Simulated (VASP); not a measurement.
Set up this calculation in VASP 6.6.1, as the native input.

| Property | Result |
| --- | --- |
| Task | single point |
| Functional | PBEsol |
| Potentials or basis | VASP PAW PBE potentials, release 64 (C) |
| Cutoff | 520 eV |
| k mesh | 10 × 10 × 10 |
| Occupations | gaussian, width 0.01 eV |
| Spin | no spin polarisation |
| Dipole correction | no |
| Further INCAR settings | ALGO = Normal; EDIFF = 1e-06; NBANDS = 11 |

The structure of C lies in POSCAR:

```
C
1.0
    0.0000000000      1.7833700000      1.7833700000
    1.7833700000      0.0000000000      1.7833700000
    1.7833700000      1.7833700000      0.0000000000
C
2
Direct
    0.0000000000      0.0000000000      0.0000000000
    0.2500000000      0.2500000000      0.2500000000
```

These files were run (other wordings do the same):

INCAR

```
SYSTEM = C
  PREC = Accurate
  ENCUT = 520
  EDIFF = 1E-6
  ISMEAR = 0
  SIGMA = 0.01
  LREAL = .FALSE.
  LASPH = .TRUE.
  NELM = 80
  ALGO = Normal
  ISIF = 2
  LWAVE = .FALSE.
  LCHARG = .FALSE.
  GGA = PS
  NBANDS = 11
```

KPOINTS

```
Automatic mesh
0
G
  10 10 10
  0 0 0
```

Potentials or basis: VASP PAW PBE potentials, release 64 (C).

Command:

```console
$ cat potpaw_PBE.64/C/POTCAR > POTCAR
$ mpirun -np 1 vasp_std > vasp.out
```

It gave:

```json
{
 "Pressure": "-3.8 GPa",
 "Band gap on the k mesh": "4.04 eV, indirect (least direct gap 5.54 eV)"
}
```

Caveat: the PAW data sets were made with another functional, which shifts forces and pressure a little.

Wall time 8.7 s on 1 thread of AMD EPYC 7R13, on a shared host, peak memory 0.09 GiB.
